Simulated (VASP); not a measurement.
Al3BN2:

```
Al B N
1.0
     3.70406    0.00000    0.00000
    -1.85203    3.20781    0.00000
     0.00000    0.00000    6.28675
Al B N
3 1 2
Direct
  0.33333 0.66667 0.00000
  0.66667 0.33333 0.00000
  0.00000 0.00000 0.00000
  0.00000 0.00000 0.50000
  0.00000 0.00000 0.27871
  0.00000 0.00000 0.72129
```

The cell was generated, and may not be a known phase.

| Property | Result |
| --- | --- |
| Program | VASP 6.6.1 |
| Task | relaxation of cell and atoms |
| Functional | PBE |
| Potentials or basis | VASP PAW PBE potentials, release 64 (Al, B_h, N_h) |
| Cutoff | 1330 eV |
| k mesh | 4 × 4 × 2 |
| Occupations | gaussian, width 0.15 eV |
| Spin | no spin polarisation |

At the start: pressure 62.3 GPa; volume 12.45 Å³/atom.

**Question.** Where does the relaxation end?

**Answer.** Over 14 steps the energy falls by 1499.2 meV/atom and the volume is 20.23 Å³/atom (+62.5 %); space group P6/mmm (No. 191, to 0.1 Å) before and after.

The path:
| step | energy change (eV) | largest force (eV/Å) | pressure (GPa) | volume (Å³) |
| --- | --- | --- | --- | --- |
| 1 | 0.0000 | 4.7012 | 62.32 | 74.70 |
| 2 | -5.5806 | 19.9078 | 8.32 | 135.72 |
| 3 | -8.1250 | 6.5127 | 10.07 | 107.17 |
| 4 | -8.1192 | 7.5979 | 9.08 | 109.83 |
| 5 | -5.3405 | 10.1408 | -8.62 | 142.09 |
| 6 | -8.8404 | 1.1527 | -1.47 | 118.06 |
| 7 | -8.8553 | 0.5035 | -0.67 | 117.13 |
| 8 | -8.8568 | 0.2161 | -0.31 | 116.74 |
| 9 | -8.9761 | 0.6310 | 1.62 | 119.21 |
| 10 | -8.9804 | 0.5375 | 1.26 | 118.85 |
| 11 | -8.9864 | 0.8600 | 0.65 | 121.17 |
| 12 | -8.9914 | 0.2952 | 0.87 | 120.23 |
| 13 | -8.9920 | 0.1652 | -0.77 | 122.48 |
| 14 | -8.9951 | 0.0510 | 0.00 | 121.40 |

Final structure:
```
Al B N
1.0
     4.75425    0.00000    0.00000
    -2.37712    4.11730    0.00000
     0.00000    0.00000    6.20178
Al B N
3 1 2
Cartesian
  0.0000 2.7449 0.0000
  2.3771 1.3724 0.0000
  0.0000 0.0000 0.0000
  0.0000 0.0000 3.1009
  0.0000 0.0000 1.7743
  4.7542 0.0000 4.4275
```

Caveat: the k points lie up to 0.51 Å⁻¹ apart in the final cell, too coarse for converged energies and pressures of a metal; the volume moved by over 15 % at a fixed basis, so the end points are rough; the relaxation stopped at a loose force limit of 0.08 eV/Å, so its end isn't a converged minimum.
